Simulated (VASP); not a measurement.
SrNb, 2 atoms in the cell. The structure is cubic, space group Fm-3m (No. 225). The conventional cell has a = 6.294 Å, b = 6.294 Å, c = 6.294 Å, α = 90.00°, β = 90.00°, γ = 90.00°. Sr (site symmetry m-3m) has 6 Nb at 3.15 Å within 4.1 Å. Within 4.1 Å of Nb (site symmetry m-3m) lie 6 Sr at 3.15 Å. 

- Program: VASP 6.6.1
- Task: single point
- Functional: PBE
- Potentials or basis: VASP PAW PBE potentials, release 64 (Sr_sv, Nb_sv)
- Cutoff: 520 eV
- k mesh: 16 × 16 × 16
- Occupations: gaussian, width 0.1 eV
- Spin: no spin polarisation
- Dipole correction: no
- Further INCAR settings: ALGO = Fast; EDIFF = 1e-06; NBANDS = 18

Potentials or basis: VASP PAW PBE potentials, release 64 (Sr_sv, Nb_sv).

The run is started by

```bash
$ cat potpaw_PBE.64/Sr_sv/POTCAR potpaw_PBE.64/Nb_sv/POTCAR > POTCAR
$ mpirun -np 1 vasp_std > vasp.out
```

Hardware: 1 thread of Intel(R) Xeon(R) 6975P-C (Granite Rapids), on a shared host.

Estimate the wall time of this run.

It took 4.7 min on 1 thread of Intel(R) Xeon(R) 6975P-C (Granite Rapids) (shared host), peak memory 0.35 GiB. Counts: scf iterations 49, k points 145.
